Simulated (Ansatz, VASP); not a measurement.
# B in VASP and in Ansatz

File INCAR:

```
PREC = Accurate ; ENCUT = 600
EDIFF = 1E-6 ; ISMEAR = 0
SIGMA = 0.2 ; LREAL = F
LASPH = T ; NELM = 100
ALGO = Normal ; ISIF = 3
LWAVE = F ; LCHARG = F
GGA = PE ; IBRION = 2
NSW = 80 ; EDIFFG = -0.025
```

File KPOINTS:

```
Automatic mesh
0
Gamma
  12 6 4
```

POSCAR

```
B
1.0
   -1.6135907177      0.0027507940     -0.0097480503
   -0.0235106772     -0.0683843920     -3.9100247125
    0.0097068176     -5.7003198924     -0.1000526089
B
4
Direct
    1.0537685814      0.3272724484      1.0010201560
    1.0636791187      0.3905449291      0.5074107271
    0.4820707516      0.6157946517      0.7415159320
    0.4004815482      0.6663879708      0.2500531848
```

Input for Ansatz:

```yaml
crystal:
  lattice:
    - [-1.6135907177, 0.002750794, -0.0097480503]
    - [-0.0235106772, -0.068384392, -3.9100247125]
    - [0.0097068176, -5.7003198924, -0.1000526089]
  atoms:
    - { symbol: B, position: [1.0537685814, 0.3272724484, 1.001020156] }
    - { symbol: B, position: [1.0636791187, 0.3905449291, 0.5074107271] }
    - { symbol: B, position: [0.4820707516, 0.6157946517, 0.741515932] }
    - { symbol: B, position: [0.4004815482, 0.6663879708, 0.2500531848] }
basis:
  ecutwfc: 420
kpoints:
  mp_grid: { grid: [12, 6, 4] }
hamiltonian:
  xc: pbe
scf:
  occupations: { method: gaussian, width: 0.2 }
  lower_state_search: "off"
output:
  forces: true
  stress: true
  eigenvalues: true
relax:
  adjacent_minimum: "off"
  f_tol: 0.025
  max_steps: 60
  cell: { stress_tol: 0.25 }
```

Change from the starting cell: cell x2, atoms moved at random (sigma 0.1 Å) and cell strained at random (1.5 %), then relaxed without symmetry.

Alike in both runs: task relaxation of cell and atoms; functional PBE; k mesh 12 × 6 × 4; occupations gaussian, width 0.2 eV; no spin polarisation.

```csv
,VASP,Ansatz
version,VASP 6.6.1,Ansatz 0.2.0
potentials or method,"VASP PAW PBE potentials, release 64 (B), cutoff 600 eV","scalar-relativistic, plane waves, PAW"
valence electrons in the cell,12,12
```

|  | VASP | Ansatz | Ansatz less VASP |
| --- | --- | --- | --- |
| gap on the k mesh at the Fermi level, each at its own relaxed structure (eV) | none | none | - |
| relaxed volume (Å³/atom) | 9.01 | 9.04 | +0.034 |
| relaxed cell length with the largest relative difference (Å) | 5.710 | 5.714 | +0.0039 |

A gap of «none» marks a metal or a gap that the smearing closes.
